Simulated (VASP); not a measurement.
# Ti (P6_3/mmc) in VASP: notebook

The runs below take Ti through single point, with LDA.

Everything below comes from runs of VASP 6.6.1. Logs are shortened: lines on timing, memory, paths and dates and some standing lists are left out, and cuts for length are marked.

**1. The cell of the first run**

The structure is hexagonal, space group P6_3/mmc (No. 194). The conventional cell has a = 2.950 Å, b = 2.950 Å, c = 4.499 Å, α = 90.00°, β = 90.00°, γ = 120.00°. Ti (site symmetry -6m2) has 12 Ti at 2.82 to 2.95 Å within 3.7 Å.

**2. Single point, LDA (strain -0.0400 x Voigt [0, 0, 1, 0, 0, 0])**

File INCAR:

```
PREC = Accurate
ENCUT = 520
EDIFF = 1E-6
ISMEAR = 0
SIGMA = 0.15
LREAL = F
LASPH = T
NELM = 80
ALGO = Fast
ISIF = 2
LWAVE = F
LCHARG = F
GGA = CA
NBANDS = 19
```

File KPOINTS:

```
Automatic mesh
0
Gamma
  18 18 10
```

File POSCAR:

```
Ti
1.0
    2.9499978604      0.0000000000      0.0000000000
   -1.4749989302      2.5547730882      0.0000000000
    0.0000000000      0.0000000000      4.4985600000
Ti
2
Direct
    0.3333333333      0.6666666667      0.2500000000
    0.6666666667      0.3333333333      0.7500000000
```

Potentials or basis: VASP PAW LDA potentials, release 64 (Ti_sv).

The run is started by

```
$ cat potpaw_LDA.64/Ti_sv/POTCAR > POTCAR
$ mpirun -np 1 vasp_std > vasp.out
```

OUTCAR:

```text
PREC = Accurate
   ENCUT = 520
   EDIFF = 1E-6
   ISMEAR = 0
   LREAL = F
   LASPH = T
   NELM = 80
   ISIF = 2
   GGA = CA

 ion  position               nearest neighbor table
   1  0.333  0.667  0.250-   2 2.82   2 2.82   2 2.82   2 2.82   2 2.82   2 2.82
   2  0.667  0.333  0.750-   1 2.82   1 2.82   1 2.82   1 2.82   1 2.82   1 2.82

  LATTYP: Found a hexagonal cell.
 ALAT       =     2.9499978604
 C/A-ratio  =     1.5249366992

  Lattice vectors:

 A1 = (   2.9499978604,   0.0000000000,   0.0000000000)
 A2 = (  -1.4749989302,   2.5547730882,   0.0000000000)
 A3 = (   0.0000000000,   0.0000000000,   4.4985600000)

Analysis of symmetry for initial positions (statically):
=====================================================================
 Subroutine PRICEL returns:
 Original cell was already a primitive cell.

 Routine SETGRP: Setting up the symmetry group for a
 hexagonal supercell.

 Subroutine GETGRP returns: Found 24 space group operations
 (whereof 12 operations were pure point group operations)
 out of a pool of 24 trial point group operations.

The static configuration has the point symmetry D_3d.
 The point group associated with its full space group is D_6h.

Analysis of symmetry for dynamics (positions and initial velocities):
=====================================================================
 Subroutine PRICEL returns:
 Original cell was already a primitive cell.

 Routine SETGRP: Setting up the symmetry group for a
 hexagonal supercell.

 Subroutine GETGRP returns: Found 24 space group operations
 (whereof 12 operations were pure point group operations)
 out of a pool of 24 trial point group operations.

The dynamic configuration has the point symmetry D_3d.
 The point group associated with its full space group is D_6h.

 Subroutine INISYM returns: Found 24 space group operations
 (whereof 12 operations are pure point group operations),
 and found     1 'primitive' translations

----------------------------------------------------------------------------------------

                                     Primitive cell

  volume of cell :      33.9037

  direct lattice vectors                    reciprocal lattice vectors
     2.949997860  0.000000000  0.000000000     0.338983297  0.195712098  0.000000000
    -1.474998930  2.554773088  0.000000000     0.000000000  0.391424195  0.000000000
     0.000000000  0.000000000  4.498560000     0.000000000  0.000000000  0.222293356

  length of vectors
     2.949997860  2.949997860  4.498560000     0.391424195  0.391424195  0.222293356

  position of ions in fractional coordinates (direct lattice)
     0.333333333  0.666666667  0.250000000
     0.666666667  0.333333333  0.750000000

  ion indices of the primitive-cell ions
   primitive index   ion index
                 1           1
                 2           2

----------------------------------------------------------------------------------------

 KPOINTS: Automatic mesh

Automatic generation of k-mesh.
 Grid dimensions read from file:
 generate k-points for:   18   18   10

 Generating k-lattice:

  Cartesian coordinates                     Fractional coordinates (reciprocal lattice)
     0.018832405  0.010872894  0.000000000     0.055555556  0.000000000  0.000000000
     0.000000000  0.021745789  0.000000000     0.000000000  0.055555556  0.000000000
     0.000000000  0.000000000  0.022229336     0.000000000  0.000000000  0.100000000

  Length of vectors
     0.021745789  0.021745789  0.022229336

  Shift w.r.t. Gamma in fractional coordinates (k-lattice)
     0.000000000  0.000000000  0.000000000

 Subroutine IBZKPT returns following result:
 ===========================================

 Found    222 irreducible k-points:

 Following reciprocal coordinates:
            Coordinates               Weight
  0.000000  0.000000  0.000000      1.000000
  0.055556  0.000000  0.000000      6.000000
  0.111111  0.000000  0.000000      6.000000
  0.166667  0.000000  0.000000      6.000000
  0.222222 -0.000000  0.000000      6.000000
  0.277778  0.000000  0.000000      6.000000
[... 16 lines left out ...]
  0.333333  0.111111  0.000000     12.000000
  0.388889  0.111111  0.000000     12.000000
 [... further k-points ...]
   k-points           NKPTS =    222   k-points in BZ     NKDIM =    222   number of bands    NBANDS=     19
   number of dos      NEDOS =    301   number of ions     NIONS =      2
   total plane-waves  NPLWV =  20736
   dimension x,y,z NGX =    24 NGY =   24 NGZ =   36
   dimension x,y,z NGXF=    48 NGYF=   48 NGZF=   72
   ions per type =               2
   NGX,Y,Z   is equivalent  to a cutoff of  13.53, 13.53, 13.30 a.u.
   NGXF,Y,Z  is equivalent  to a cutoff of  27.05, 27.05, 26.61 a.u.
 SYSTEM =  unknown system
   PREC   = accura    normal or accurate (medium, high low for compatibility)
   ISTART =      0    job   : 0-new  1-cont  2-samecut
   ICHARG =      2    charge: 1-file 2-atom 10-const
   ISPIN  =      1    spin polarized calculation?
   LNONCOLLINEAR =      F non collinear calculations
   LSORBIT =      F    spin-orbit coupling
   LASPH  =      T    aspherical Exc in radial PAW
   ENCUT  =  520.0 eV  38.22 Ry    6.18 a.u.   5.49  5.49  8.36*2*pi/ulx,y,z
   NELM   =     80;   NELMIN=  2; NELMDL= -5     # of ELM steps
   EDIFF  = 0.1E-05   stopping-criterion for ELM
   LREAL  =      F    real-space projection
   EDIFFG = 0.1E-04   stopping-criterion for IOM
   NSW    =      0    number of steps for IOM
   IBRION =     -1    ionic relax: 0-MD 1-quasi-New 2-CG
   NFREE  =      0    steps in history (QN), initial steepest desc. (CG)
   ISIF   =      2    stress and relaxation
   ISYM   =      2    0-nonsym 1-usesym 2-fastsym
   POTIM  = 0.5000    time-step for ionic-motion
   TEBEG  =    0.0;   TEEND  =   0.0 temperature during run
   PSTRESS=    0.0 pullay stress
   NELECT =      24.0000    total number of electrons
   NUPDOWN=      -1.0000    fix difference up-down
   EMIN   =  10.00;   EMAX   =-10.00  energy-range for DOS
   EFERMI =   0.00;   METHOD = LEGACY
   ISMEAR =     0;   SIGMA  =   0.15  broadening in eV -4-tet -1-fermi 0-gaus
   EFERMI_NEDOS =   21; number of points for ismear=-14 and -15
   IALGO  =     68    algorithm
   IMIX   =      4    mixing-type and parameters
     AMIX     =   0.40;   BMIX     =  1.00
     AMIX_MAG =   1.60;   BMIX_MAG =  1.00
  volume/ion in A,a.u.               =      16.95       114.40
  Fermi-wavevector in a.u.,A,eV,Ry     =   1.459025  2.757157 28.963455  2.128754
  Thomas-Fermi vector in A             =   2.575641
   LORBIT       =      0    0 simple, 1 ext, 2 COOP (PROOUT), +10 PAW based schemes
   GGA     = CA    functional components
   LHFCALC =     F    Hartree Fock is set to
   AEXX    =    0.0000 exact exchange contribution
   IVDW    =     0    specifies the selected vdW correction
   LEPSILON=     F    determine dielectric tensor
   LRPA    =     F    only Hartree local field effects (RPA)
 non-spin polarized calculation
 RMM-DIIS sequential band-by-band and
 Gauss-broadening in eV      SIGMA  =   0.15
  energy-cutoff  :      520.00
  volume of cell :       33.90
 maximum number of plane-waves:       941
 NGX is ok and might be reduce to    24
   NGX = 11   NGY = 11   NGZ = 17

 number of electron      23.9999992 magnetization

 Free energy of the ion-electron system (eV)
  ---------------------------------------------------
  ext. energy  EPLUGINS =         0.00000000
  ---------------------------------------------------
  free energy    TOTEN  =       -17.06885572 eV

  energy without entropy =      -17.04460359  energy(sigma->0) =      -17.05672966

 E-fermi :   8.3541     XC(G=0): -11.8994

 val. band max:        8.3503708511   @ k =   0.1111   0.0556   0.1000
 cond. band min:       8.3672953577   @ k =   0.0556   0.0000   0.4000
 fundamental gap:      0.0169245065
 Fermi energy:         8.3540713425

 k-point     1 :       0.0000    0.0000    0.0000
  band No.  band energies     occupation
      1     -47.7874      2.00000
      2     -47.6050      2.00000
      3     -24.8272      2.00000
      4     -24.1131      2.00000
      5     -24.1131      2.00000
      6     -23.9784      2.00000
[... 11 lines left out ...]
     18       9.7790      0.00000
     19      11.5554      0.00000

 k-point     2 :       0.0556    0.0000    0.0000
  band No.  band energies     occupation
      1     -47.7840      2.00000
      2     -47.6041      2.00000
      3     -24.8195      2.00000
      4     -24.1270      2.00000
      5     -24.1182      2.00000
      6     -23.9922      2.00000
[... 11 lines left out ...]
     18       9.7453      0.00000
     19      11.5864      0.00000

 k-point     3 :       0.1111    0.0000    0.0000
  band No.  band energies     occupation
      1     -47.7742      2.00000
      2     -47.6015      2.00000
      3     -24.7970      2.00000
      4     -24.1671      2.00000
      5     -24.1326      2.00000
      6     -24.0342      2.00000
[... 11 lines left out ...]
     18       9.8511      0.00000
     19      11.6654      0.00000

 k-point     4 :       0.1667    0.0000    0.0000
  band No.  band energies     occupation
      1     -47.7588      2.00000
      2     -47.5979      2.00000
      3     -24.7610      2.00000
      4     -24.2290      2.00000
      5     -24.1540      2.00000
      6     -24.0972      2.00000
[... 11 lines left out ...]
     18      10.1011      0.00000
     19      11.7650      0.00000

 k-point     5 :       0.2222   -0.0000    0.0000
  band No.  band energies     occupation
      1     -47.7392      2.00000
      2     -47.5941      2.00000
      3     -24.7137      2.00000
      4     -24.3056      2.00000
      5     -24.1794      2.00000
      6     -24.1725      2.00000
[... 11 lines left out ...]
     18      10.4247      0.00000
     19      11.8627      0.00000
[... 334 lines left out ...]
      2     -47.5905      2.00000
      3     -24.6399      2.00000
      4     -24.3830      2.00000
      5     -24.3099      2.00000
      6     -24.1844      2.00000
[... 11 lines left out ...]
     18      11.1561      0.00000
     19      11.9174      0.00000

 k-point    22 :       0.2778    0.1111    0.0000
  band No.  band energies     occupation
      1     -47.6887      2.00000
      2     -47.5899      2.00000
      3     -24.5815      2.00000
      4     -24.4568      2.00000
      5     -24.3519      2.00000
      6     -24.2270      2.00000
[... 11 lines left out ...]
     18      11.6191      0.00000
     19      11.9667      0.00000

 k-point    23 :       0.3333    0.1111    0.0000
  band No.  band energies     occupation
      1     -47.6691      2.00000
      2     -47.5914      2.00000
      3     -24.5244      2.00000
      4     -24.5173      2.00000
      5     -24.3848      2.00000
      6     -24.2621      2.00000
[... 11 lines left out ...]
     18      12.0014      0.00000
     19      12.1082      0.00000

 k-point    24 :       0.3889    0.1111    0.0000
  band No.  band energies     occupation
      1     -47.6543      2.00000
      2     -47.5944      2.00000
      3     -24.5568      2.00000
      4     -24.4780      2.00000
      5     -24.4060      2.00000
      6     -24.2849      2.00000
[... 11 lines left out ...]
     18      12.0217      0.00000
     19      12.6147      0.00000

 [... further k-points ...]
[... 5 lines left out ...]
  --------------------------------------------------------------------------------------
  -------------------------------------------------------------------------------------
  Total       -1.5256502     -1.5256502     -0.7723792      0.0000000     -0.0000000     -0.0000000
  in kB      -72.0971322    -72.0971322    -36.5000597      0.0000000     -0.0000000     -0.0000000
  external PRESSURE =     -60.2314413 kB  Pullay stress =       0.0000000 kB

 VOLUME and BASIS-vectors are now :
 -----------------------------------------------------------------------------
  energy-cutoff  :      520.00
  volume of cell :       33.90
      direct lattice vectors                 reciprocal lattice vectors
     2.949997860  0.000000000  0.000000000     0.338983297  0.195712098  0.000000000
    -1.474998930  2.554773088  0.000000000     0.000000000  0.391424195  0.000000000
     0.000000000  0.000000000  4.498560000     0.000000000  0.000000000  0.222293356

 POSITION                                       TOTAL-FORCE (eV/Angst)
 -----------------------------------------------------------------------------------
     -0.00000      1.70318      1.12464         0.000000     -0.000000      0.000000
      1.47500      0.85159      3.37392        -0.000000      0.000000      0.000000
 -----------------------------------------------------------------------------------
    total drift:                               -0.000000      0.000000     -0.000000

  FREE ENERGIE OF THE ION-ELECTRON SYSTEM (eV)
  ---------------------------------------------------
  free  energy   TOTEN  =       -17.0688557210 eV

  energy  without entropy=      -17.0446035893  energy(sigma->0) =      -17.05672966
```

It took 2.1 min on 1 thread of Intel Xeon 6975P-C (Granite Rapids), shared host; peak memory 0.23 GiB.

Results:

```yaml
Free_energy: -17.0689 eV
Pressure: -6.0 GPa
Band_gap_on_the_k_mesh: zero (band 12 reaches 9.12 eV, above the bottom of band 13 at 8.06 eV)
```

Caveat: the cell differs from its parent crystal (strain -0.0400 x Voigt [0, 0, 1, 0, 0, 0]).

**3. Single point, LDA (strain -0.0300 x Voigt [0, 0, 1, 0, 0, 0])**

Changes to INCAR since step 2:

```diff
@@ -7,3 +7,3 @@
 LASPH = T
-NELM = 80
+NELM = 100
 ALGO = Fast
```

KPOINTS is that of step 2.

Changes to POSCAR since step 2:

```diff
@@ -4,3 +4,3 @@
    -1.4749989302      2.5547730882      0.0000000000
-    0.0000000000      0.0000000000      4.4985600000
+    0.0000000000      0.0000000000      4.5454200000
 Ti
```

Potentials or basis: VASP PAW LDA potentials, release 64 (Ti_sv).

The run is started by

```
$ cat potpaw_LDA.64/Ti_sv/POTCAR > POTCAR
$ mpirun -np 1 vasp_std > vasp.out
```

Run time: 2.1 min. Hardware: 1 thread of Intel Xeon 6975P-C (Granite Rapids), shared host; peak memory 0.23 GiB.

Results (log left out):

```yaml
Free_energy: -17.0591 eV
Pressure: -7.1 GPa
Band_gap_on_the_k_mesh: zero (band 12 reaches 9.02 eV, above the bottom of band 13 at 7.94 eV)
```

Stress tensor (GPa, compression positive):
```
-7.91  0.00  0.00
 0.00 -7.91  0.00
 0.00  0.00 -5.44
```

Levels at points of the mesh, in eV from the Fermi level:
```
           k point  band 9  band 10  band 11  band 12  band 13  band 14  band 15  band 16
(0.00, 0.00, 0.00)   -6.16    -2.70     0.71     0.71     1.05     1.18     1.27     1.27
(0.50, 0.00, 0.00)   -2.37    -2.22    -1.85    -0.64     0.30     0.73     1.30     3.28
(0.00, 0.00, 0.50)   -4.22    -4.22     0.20     0.20     0.57     0.57     0.57     0.57
(0.50, 0.00, 0.50)   -2.57    -2.57    -0.78    -0.78     1.41     1.41     1.64     1.64
```

Caveat: the cell differs from its parent crystal (strain -0.0300 x Voigt [0, 0, 1, 0, 0, 0]).

**4. Single point, LDA (strain -0.0200 x Voigt [0, 0, 1, 0, 0, 0])**

File INCAR:

```
PREC = Accurate
ENCUT = 520
EDIFF = 1E-7
ISMEAR = 0
SIGMA = 0.15
LREAL = F
LASPH = T
NELM = 80
ALGO = Fast
ISIF = 2
LWAVE = F
LCHARG = T
LELF = T
LVHAR = T
NBANDS = 19
```

File KPOINTS:

```
regular mesh
0
Gamma
  18 18 10
```

Changes to POSCAR since step 3:

```diff
@@ -4,3 +4,3 @@
    -1.4749989302      2.5547730882      0.0000000000
-    0.0000000000      0.0000000000      4.5454200000
+    0.0000000000      0.0000000000      4.5922800000
 Ti
```

The run is started by

```
$ cat potpaw_LDA.64/Ti_sv/POTCAR > POTCAR
$ mpirun -np 1 vasp_std > vasp.out
```

Wall time 3 min (1 thread of Intel Xeon 6975P-C (Granite Rapids), shared host); peak memory 0.23 GiB.

Results (log left out):

```yaml
Free_energy: -17.0455 eV
Pressure: -8.1 GPa
Band_gap_on_the_k_mesh: zero (band 12 reaches 8.91 eV, above the bottom of band 13 at 7.82 eV)
```

Stress tensor (GPa, compression positive):
```
-8.55  0.00  0.00
 0.00 -8.55  0.00
 0.00  0.00 -7.16
```

Levels at points of the mesh, in eV from the Fermi level:
```csv
k point,band 9,band 10,band 11,band 12,band 13,band 14,band 15,band 16
"(0.00, 0.00, 0.00)",-6.13,-2.68,0.72,0.72,0.98,1.05,1.26,1.26
"(0.50, 0.00, 0.00)",-2.34,-2.18,-1.84,-0.61,0.35,0.68,1.24,3.28
"(0.00, 0.00, 0.50)",-4.23,-4.23,0.16,0.16,0.60,0.60,0.60,0.60
"(0.50, 0.00, 0.50)",-2.54,-2.54,-0.79,-0.79,1.39,1.39,1.65,1.65
```

Caveat: the cell differs from its parent crystal (strain -0.0200 x Voigt [0, 0, 1, 0, 0, 0]).

**5. Single point, LDA (strain -0.0100 x Voigt [0, 0, 1, 0, 0, 0])**

File INCAR:

```
PREC = Accurate
ENCUT = 520
EDIFF = 1E-6
ISMEAR = 0
SIGMA = 0.15
LREAL = False
LASPH = True
NELM = 80
ALGO = Fast
ISIF = 2
LWAVE = False
LCHARG = True
LELF = True
LVHAR = True
NBANDS = 19
```

KPOINTS is that of step 4.

Changes to POSCAR since step 4:

```diff
@@ -4,3 +4,3 @@
    -1.4749989302      2.5547730882      0.0000000000
-    0.0000000000      0.0000000000      4.5922800000
+    0.0000000000      0.0000000000      4.6391400000
 Ti
```

The run is started by

```
$ cat potpaw_LDA.64/Ti_sv/POTCAR > POTCAR
$ mpirun -np 1 vasp_std > vasp.out
```

Run time: 2.3 min. Hardware: 1 thread of Intel Xeon 6975P-C (Granite Rapids), shared host; peak memory 0.23 GiB.

The run converged. Its results:

| Quantity | Value |
| --- | --- |
| Free energy | -17.0280 eV |
| Pressure | -9.1 GPa |
| Band gap on the k mesh | zero (band 12 reaches 8.76 eV, above the bottom of band 13 at 7.71 eV) |

Stress tensor (GPa, compression positive):
```
-9.25  0.00  0.00
 0.00 -9.25  0.00
 0.00  0.00 -8.88
```

Levels at points of the mesh, in eV from the Fermi level:
```
           k point  band 8  band 9  band 10  band 11  band 12  band 13  band 14  band 15  band 16  band 17
(0.00, 0.00, 0.00)  -32.39   -6.11    -2.65     0.74     0.74     0.91     0.93     1.24     1.24     1.53
(0.50, 0.00, 0.00)  -32.46   -2.32    -2.14    -1.82    -0.58     0.40     0.64     1.19     3.27     3.51
(0.00, 0.00, 0.50)  -32.45   -4.24    -4.24     0.12     0.12     0.63     0.63     0.63     0.63     2.75
(0.50, 0.00, 0.50)  -32.55   -2.52    -2.52    -0.79    -0.79     1.37     1.37     1.66     1.66     3.42
```

Caveat: the cell differs from its parent crystal (strain -0.0100 x Voigt [0, 0, 1, 0, 0, 0]).

**6. Summary**

| cell | further INCAR settings | gap on the mesh (eV) | pressure (GPa) |
| --- | --- | --- | --- |
| a = 2.950, b = 2.950, c = 4.499 Å, angles 90.0, 90.0, 120.0°, 2 atoms | ALGO = Fast; EDIFF = 1e-06; NBANDS = 19 | none | -6.0 |
| a = 2.950, b = 2.950, c = 4.545 Å, angles 90.0, 90.0, 120.0°, 2 atoms | ALGO = Fast; EDIFF = 1e-06; NBANDS = 19 | none | -7.1 |
| a = 2.950, b = 2.950, c = 4.592 Å, angles 90.0, 90.0, 120.0°, 2 atoms | ALGO = Fast; EDIFF = 1e-07; NBANDS = 19 | none | -8.1 |
| a = 2.950, b = 2.950, c = 4.639 Å, angles 90.0, 90.0, 120.0°, 2 atoms | ALGO = Fast; EDIFF = 1e-06; NBANDS = 19 | none | -9.1 |

Alike in all rows: task single point; level LDA; potentials or basis VASP PAW LDA potentials, release 64 (Ti_sv); no spin polarisation; k mesh 18 × 18 × 10; cutoff (eV) 520; smearing gaussian 0.15 eV.

Absolute energies hang on the potentials; compare differences alone.
